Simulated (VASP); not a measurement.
Set up this calculation in VASP 6.6.1, as the native input.

| Quantity | Value |
| --- | --- |
| Task | single point |
| Functional | PBEsol |
| Potentials or basis | VASP PAW PBE potentials, release 64 (Zn, S) |
| Cutoff | 520 eV |
| k mesh | 12 × 12 × 4 |
| Occupations | fermi-dirac, width 0.02 eV |
| Spin | no spin polarisation |
| Dipole correction | no |
| Further INCAR settings | ALGO = Normal; EDIFF = 1e-07; NBANDS = 26 |

The structure of ZnS (Wurtzite-2H) lies in POSCAR:

```
ZnS
1.0
    3.7817384718      0.0000000000      0.0000000000
   -1.8908692359      3.2750815871      0.0000000000
    0.0000000000      0.0000000000      6.2091404103
Zn S
2 2
Direct
    0.3333333333      0.6666666667      0.0054453373
    0.6666666667      0.3333333333      0.5054453373
    0.3333333333      0.6666666667      0.3795546627
    0.6666666667      0.3333333333      0.8795546627
```

These files were run (other wordings do the same):

INCAR

```
PREC = Accurate ; ENCUT = 520
EDIFF = 1E-7 ; ISMEAR = -1
SIGMA = 0.02 ; LREAL = False
LASPH = True ; NELM = 60
ALGO = Normal ; ISIF = 2
LWAVE = False ; LCHARG = True
GGA = PS ; LELF = True
LVHAR = True ; NBANDS = 26
```

KPOINTS

```
Automatic mesh
0
Gamma
  12 12 4
```

Potentials or basis: VASP PAW PBE potentials, release 64 (Zn, S).

Launch:

```bash
$ cat potpaw_PBE.64/Zn/POTCAR potpaw_PBE.64/S/POTCAR > POTCAR
$ mpirun -np 1 vasp_std > vasp.out
```

It gave:

```json
{
  "Pressure": "0.2 GPa",
  "Band gap on the k mesh": "2.16 eV, direct"
}
```

Caveat: the PAW data sets were made with another functional, which shifts forces and pressure a little.

Run time: 87 s on 1 thread of Intel(R) Xeon(R) Platinum 8259CL CPU @ 2.50GHz (Skylake/Cascade Lake), with other jobs on the host, peak memory 0.24 GiB.
